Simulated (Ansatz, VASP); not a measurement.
# Two plane-wave programs on K3TaO3

```
K Ta O
1.0
     7.77933    0.00000    0.00000
    -3.88967    6.73710    0.00000
     0.00000    0.00000    4.40761
K Ta O
3 1 3
Direct
  0.50000 0.00000 0.50000
  0.00000 0.50000 0.50000
  0.50000 0.50000 0.50000
  0.00000 0.00000 0.50000
  0.50000 0.00000 0.00000
  0.00000 0.50000 0.00000
  0.50000 0.50000 0.00000
```

Alike in both runs: functional PBE; k mesh 2 × 2 × 3; occupations gaussian, width 0.15 eV; no spin polarisation.

Ansatz relaxed the structure, and its values are those at the end. VASP's run is a single point on that final structure, the one shown.

|  | VASP | Ansatz |
| --- | --- | --- |
| version | VASP 6.6.1 | Ansatz 0.2.0 |
| potentials or method | VASP PAW PBE potentials, release 64 (K_sv, Ta_sv_GW, O), cutoff 700 eV | scalar-relativistic, plane waves, PAW |
| valence electrons in the cell | 58 | 58 |

VASP gave:

* gap on the k mesh at the Fermi level (eV): none
* pressure (GPa): 0.7

Q: Estimate Ansatz's values.

A: gap on the k mesh at the Fermi level (eV): none; pressure (GPa): 0.5.

A gap of «none» marks a metal or a gap that the smearing closes. With one functional, cell and mesh, what is left measures potentials, basis and numerics.

The k mesh is coarse, so the values compare programs but aren't converged. Neither program's run includes spin-orbit coupling.
